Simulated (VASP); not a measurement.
# TbSbC2 (Cmmm) in VASP: relaxation of cell and atoms with PBE

Aim: the relaxation of cell and atoms of TbSbC2 with PBE.

Everything below comes from runs of VASP 6.6.1. Logs are shortened: lines on timing, memory, paths and dates and some standing lists are left out, and cuts for length are marked.

### Step 1. The cell of the first run

It takes space group Cmmm (No. 65, orthorhombic). Conventional cell: a = 6.013 Å, b = 6.676 Å, c = 4.667 Å, α = 90.00°, β = 90.00°, γ = 90.00°. Within 3.2 Å of Tb (site symmetry mmm) lie 4 C at 2.42 Å. Sb (site symmetry mmm) has 2 C at 2.35 Å within 3.1 Å. Within 1.7 Å of C (site symmetry 2mm) lie 1 C at 1.30 Å.

The cell was generated, and may not be a known phase.

### Step 2. Relaxation of cell and atoms, PBE

INCAR reads:

```
PREC = Accurate ; ENCUT = 600
EDIFF = 1E-7 ; ISMEAR = 0
SIGMA = 0.1 ; LREAL = False
LASPH = True ; NELM = 200
ALGO = Normal ; ISIF = 3
LWAVE = False ; LCHARG = False
GGA = PE ; IBRION = 2
NSW = 100 ; EDIFFG = -0.01
GGA_COMPAT = False ; NELMIN = 4
LMAXMIX = 6
```

KPOINTS reads:

```
regular mesh
0
Gamma
  10 10 10
```

POSCAR reads:

```
TbSbC2
1.0
    3.3382014740     -3.0066670408      0.0000000000
    3.3382014740      3.0066670408      0.0000000000
    0.0000000000      0.0000000000      4.6665858917
Tb Sb C
1 1 2
Direct
    0.0000000000      0.0000000000      0.5000000000
    0.5000000000      0.5000000000      0.0000000000
    0.1084392868      0.8915607132      0.0000000000
    0.8915607132      0.1084392868      0.0000000000
```

Potentials or basis: VASP PAW PBE potentials, release 64 (Tb_3, Sb, C), 4f in core.

Launch:

```sh
$ cat potpaw_PBE.64/Tb_3/POTCAR potpaw_PBE.64/Sb/POTCAR potpaw_PBE.64/C/POTCAR > POTCAR
$ mpirun -np 1 vasp_std > vasp.out
```

OUTCAR:

```text
PREC = Accurate
   ENCUT = 600
   EDIFF = 1E-7
   ISMEAR = 0
   LREAL = False
   LASPH = True
   NELM = 200
   ISIF = 3
   GGA = PE
   IBRION = 2
   NSW = 100
   EDIFFG = -0.01
   NELMIN = 4

 ion  position               nearest neighbor table
   1  0.000  0.000  0.500-   3 2.42   4 2.42   3 2.42   4 2.42
   2  0.500  0.500  0.000-   3 2.35   4 2.35
   3  0.108  0.892  0.000-   4 1.30   2 2.35   1 2.42   1 2.42
   4  0.892  0.108  0.000-   3 1.30   2 2.35   1 2.42   1 2.42

  LATTYP: Found a base centered orthorhombic cell.
 ALAT       =     6.0133340816
 B/A-ratio  =     1.1102664275
 C/A-ratio  =     0.7760396859

  Lattice vectors:

 A1 = (  -3.3382014740,  -3.0066670408,   0.0000000000)
 A2 = (   3.3382014740,  -3.0066670408,   0.0000000000)
 A3 = (   0.0000000000,   0.0000000000,   4.6665858917)

Analysis of symmetry for initial positions (statically):
=====================================================================
 Subroutine PRICEL returns:
 Original cell was already a primitive cell.

 Routine SETGRP: Setting up the symmetry group for a
 base centered orthorhombic supercell.

 Subroutine GETGRP returns: Found  8 space group operations
 (whereof  8 operations were pure point group operations)
 out of a pool of  8 trial point group operations.

The static configuration has the point symmetry D_2h.

Analysis of symmetry for dynamics (positions and initial velocities):
=====================================================================
 Subroutine PRICEL returns:
 Original cell was already a primitive cell.

 Routine SETGRP: Setting up the symmetry group for a
 base centered orthorhombic supercell.

 Subroutine GETGRP returns: Found  8 space group operations
 (whereof  8 operations were pure point group operations)
 out of a pool of  8 trial point group operations.

The dynamic configuration has the point symmetry D_2h.

 Subroutine INISYM returns: Found  8 space group operations
 (whereof  8 operations are pure point group operations),
 and found     1 'primitive' translations

----------------------------------------------------------------------------------------

                                     Primitive cell

  volume of cell :      93.6757

  direct lattice vectors                    reciprocal lattice vectors
     3.338201474 -3.006667041  0.000000000     0.149781253 -0.166297097  0.000000000
     3.338201474  3.006667041  0.000000000     0.149781253  0.166297097  0.000000000
     0.000000000  0.000000000  4.666585892     0.000000000  0.000000000  0.214289423

  length of vectors
     4.492620146  4.492620146  4.666585892     0.223806050  0.223806050  0.214289423

  position of ions in fractional coordinates (direct lattice)
     0.000000000  0.000000000  0.500000000
     0.500000000  0.500000000  0.000000000
     0.108439287  0.891560713  0.000000000
     0.891560713  0.108439287  0.000000000

  ion indices of the primitive-cell ions
   primitive index   ion index
                 1           1
                 2           2
                 3           3
                 4           4

----------------------------------------------------------------------------------------

 KPOINTS: regular mesh

Automatic generation of k-mesh.
 Grid dimensions read from file:
 generate k-points for:   10   10   10

 Generating k-lattice:

  Cartesian coordinates                     Fractional coordinates (reciprocal lattice)
     0.014978125 -0.016629710  0.000000000     0.100000000  0.000000000  0.000000000
     0.014978125  0.016629710  0.000000000     0.000000000  0.100000000  0.000000000
     0.000000000  0.000000000  0.021428942     0.000000000  0.000000000  0.100000000

  Length of vectors
     0.022380605  0.022380605  0.021428942

  Shift w.r.t. Gamma in fractional coordinates (k-lattice)
     0.000000000  0.000000000  0.000000000

 Subroutine IBZKPT returns following result:
 ===========================================

 Found    186 irreducible k-points:

 Following reciprocal coordinates:
            Coordinates               Weight
  0.000000  0.000000  0.000000      1.000000
  0.100000 -0.000000  0.000000      4.000000
  0.200000 -0.000000  0.000000      4.000000
  0.300000  0.000000  0.000000      4.000000
  0.400000 -0.000000  0.000000      4.000000
  0.500000  0.000000  0.000000      2.000000
[... 16 lines left out ...]
  0.300000  0.300000  0.000000      2.000000
  0.400000  0.300000  0.000000      4.000000
 [... further k-points ...]
   k-points           NKPTS =    186   k-points in BZ     NKDIM =    186   number of bands    NBANDS=     15
   number of dos      NEDOS =    301   number of ions     NIONS =      4
   total plane-waves  NPLWV =  51840
   dimension x,y,z NGX =    36 NGY =   36 NGZ =   40
   dimension x,y,z NGXF=    72 NGYF=   72 NGZF=   80
   ions per type =               1   1   2
   NGX,Y,Z   is equivalent  to a cutoff of  13.32, 13.32, 14.25 a.u.
   NGXF,Y,Z  is equivalent  to a cutoff of  26.64, 26.64, 28.50 a.u.
 SYSTEM =  unknown system
   PREC   = accura    normal or accurate (medium, high low for compatibility)
   ISTART =      0    job   : 0-new  1-cont  2-samecut
   ICHARG =      2    charge: 1-file 2-atom 10-const
   ISPIN  =      1    spin polarized calculation?
   LNONCOLLINEAR =      F non collinear calculations
   LSORBIT =      F    spin-orbit coupling
   LASPH  =      T    aspherical Exc in radial PAW
   ENCUT  =  600.0 eV  44.10 Ry    6.64 a.u.   8.97  8.97  9.32*2*pi/ulx,y,z
   NELM   =    200;   NELMIN=  4; NELMDL= -5     # of ELM steps
   EDIFF  = 0.1E-06   stopping-criterion for ELM
   LREAL  =      F    real-space projection
   EDIFFG = -.1E-01   stopping-criterion for IOM
   NSW    =    100    number of steps for IOM
   IBRION =      2    ionic relax: 0-MD 1-quasi-New 2-CG
   NFREE  =      1    steps in history (QN), initial steepest desc. (CG)
   ISIF   =      3    stress and relaxation
   ISYM   =      2    0-nonsym 1-usesym 2-fastsym
   POTIM  = 0.5000    time-step for ionic-motion
   TEBEG  =    0.0;   TEEND  =   0.0 temperature during run
   PSTRESS=    0.0 pullay stress
   NELECT =      22.0000    total number of electrons
   NUPDOWN=      -1.0000    fix difference up-down
   EMIN   =  10.00;   EMAX   =-10.00  energy-range for DOS
   EFERMI =   0.00;   METHOD = LEGACY
   ISMEAR =     0;   SIGMA  =   0.10  broadening in eV -4-tet -1-fermi 0-gaus
   EFERMI_NEDOS =   21; number of points for ismear=-14 and -15
   IALGO  =     38    algorithm
   IMIX   =      4    mixing-type and parameters
     AMIX     =   0.40;   BMIX     =  1.00
     AMIX_MAG =   1.60;   BMIX_MAG =  1.00
  volume/ion in A,a.u.               =      23.42       158.04
  Fermi-wavevector in a.u.,A,eV,Ry     =   1.010043  1.908705 13.880494  1.020188
  Thomas-Fermi vector in A             =   2.143009
   LORBIT       =      0    0 simple, 1 ext, 2 COOP (PROOUT), +10 PAW based schemes
   GGA     = PE    functional components
   LHFCALC =     F    Hartree Fock is set to
   AEXX    =    0.0000 exact exchange contribution
   IVDW    =     0    specifies the selected vdW correction
   LEPSILON=     F    determine dielectric tensor
   LRPA    =     F    only Hartree local field effects (RPA)
 conjugate gradient relaxation of ions
 non-spin polarized calculation
 Gauss-broadening in eV      SIGMA  =   0.10
  energy-cutoff  :      600.00
  volume of cell :       93.68
 maximum number of plane-waves:      3154
   NGX = 17   NGY = 17   NGZ = 19

--------------------------------------- Ionic step        1  -------------------------------------------

 number of electron      22.0000001 magnetization

 Free energy of the ion-electron system (eV)
  ---------------------------------------------------
  ext. energy  EPLUGINS =         0.00000000
  ---------------------------------------------------
  free energy    TOTEN  =       -24.12423171 eV

  energy without entropy =      -24.11008080  energy(sigma->0) =      -24.11715625

------------------------ aborting loop because EDIFF is reached ----------------------------------------

  FORCE on cell =-STRESS in cart. coord.  units (eV):
  Direction    XX          YY          ZZ          XY          YZ          ZX
  --------------------------------------------------------------------------------------
  -------------------------------------------------------------------------------------
  Total        0.0036148      0.0555408      0.2056297     -0.0000000      0.0000000      0.0000000
  in kB        0.0618252      0.9499384      3.5169754     -0.0000000      0.0000000      0.0000000
  external PRESSURE =       1.5095797 kB  Pullay stress =       0.0000000 kB
[... 137 lines left out ...]
  energy  without entropy=      -24.1098761143  energy(sigma->0) =      -24.11701762

--------------------------------------- Ionic step        5  -------------------------------------------

 number of electron      22.0000001 magnetization

 Free energy of the ion-electron system (eV)
  ---------------------------------------------------
  ext. energy  EPLUGINS =         0.00000000
  ---------------------------------------------------
  free energy    TOTEN  =       -24.12439998 eV

  energy without entropy =      -24.11015583  energy(sigma->0) =      -24.11727790

 E-fermi :   3.9151     XC(G=0):  -9.1046

 val. band max:        3.9143981640   @ k =   0.4000   0.2000   0.5000
 cond. band min:       3.9225269020   @ k =   0.5000   0.2000   0.5000
 fundamental gap:      0.0081287380
 Fermi energy:         3.9150730060

 k-point     1 :       0.0000    0.0000    0.0000
  band No.  band energies     occupation
      1     -19.5871      2.00000
      2     -19.5076      2.00000
      3     -19.4018      2.00000
      4     -11.2087      2.00000
      5      -5.6033      2.00000
      6      -3.1259      2.00000
      7       0.4416      2.00000
      8       0.5202      2.00000
      9       2.7780      2.00000
     10       3.2107      2.00000
     11       3.3220      2.00000
     12       3.5684      2.00000
     13       4.1211      0.00357
     14       4.2419      0.00000
     15       6.0690      0.00000
[... 397 lines left out ...]
 k-point    24 :       0.4000    0.3000    0.0000
  band No.  band energies     occupation
      1     -19.6120      2.00000
      2     -19.5272      2.00000
      3     -19.3970      2.00000
      4     -11.0490      2.00000
      5      -5.5580      2.00000
      6      -3.4823      2.00000
      7      -0.6119      2.00000
      8       0.8086      2.00000
      9       2.0463      2.00000
     10       2.6578      2.00000
     11       3.7938      1.91374
     12       4.0268      0.11415
     13       5.2052      0.00000
     14       5.3639      0.00000
     15       5.8249      0.00000

 [... further k-points ...]
[... 5 lines left out ...]
  --------------------------------------------------------------------------------------
  -------------------------------------------------------------------------------------
  Total       -0.0208609      0.0049453      0.0009914      0.0000000      0.0000000      0.0000000
  in kB       -0.3561517      0.0844289      0.0169264      0.0000000      0.0000000      0.0000000
  external PRESSURE =      -0.0849321 kB  Pullay stress =       0.0000000 kB
[... 19 lines left out ...]
  FREE ENERGIE OF THE ION-ELECTRON SYSTEM (eV)
  ---------------------------------------------------
  free  energy   TOTEN  =       -24.1243999844 eV

  energy  without entropy=      -24.1101558253  energy(sigma->0) =      -24.11727790

 reached required accuracy - stopping structural energy minimisation
```

It took 5.7 min on 1 thread of Intel Xeon 6975P-C (Granite Rapids), shared host; peak memory 0.53 GiB.

Results:

```yaml
Free_energy: -24.1244 eV
Relaxed_volume: 23.46 Å³/atom
Relaxed_cell: a = 4.493 Å, b = 4.493 Å, c = 4.674 Å, α = 90.00°, β = 90.00°, γ = 84.03°
Space_group_after_relaxing_to_0.1_Å: Cmmm (No. 65)
Energy_gained_by_relaxing: 0.0 meV/atom
Ionic_steps: 5
Pressure_after_relaxing: 0.0 GPa
Band_gap_on_the_k_mesh: zero (bands 11 and 12 overlap by 1.25 eV)
```

Step by step:
| step | energy change (eV) | largest force (eV/Å) | pressure (GPa) | volume (Å³) |
| --- | --- | --- | --- | --- |
| 1 | 0.0000 | 0.0140 | 0.15 | 93.68 |
| 2 | 0.0000 | 0.1123 | -0.20 | 93.98 |
| 3 | -0.0001 | 0.0465 | -0.02 | 93.82 |
| 4 | 0.0001 | 0.1333 | 0.02 | 93.91 |
| 5 | -0.0002 | 0.0019 | -0.01 | 93.84 |

Final structure:
```xyz
4
Lattice="3.3381 -3.0074 0.0000 3.3381 3.0074 0.0000 0.0000 0.0000 4.6740" Properties=species:S:1:pos:R:3 pbc="T T T"
Tb    0.0000    0.0000    2.3370
Sb    3.3381    0.0000    0.0000
C     3.3381    2.3553    0.0000
C     3.3381   -2.3553    0.0000
```

Caveat: spin-orbit coupling is left out, which moves the levels of the heavy elements; the 4f electrons are frozen in the core, so they carry no moment and show no levels. Spin polarisation is off, so any magnetic state and its effect on volume and gap are missing.
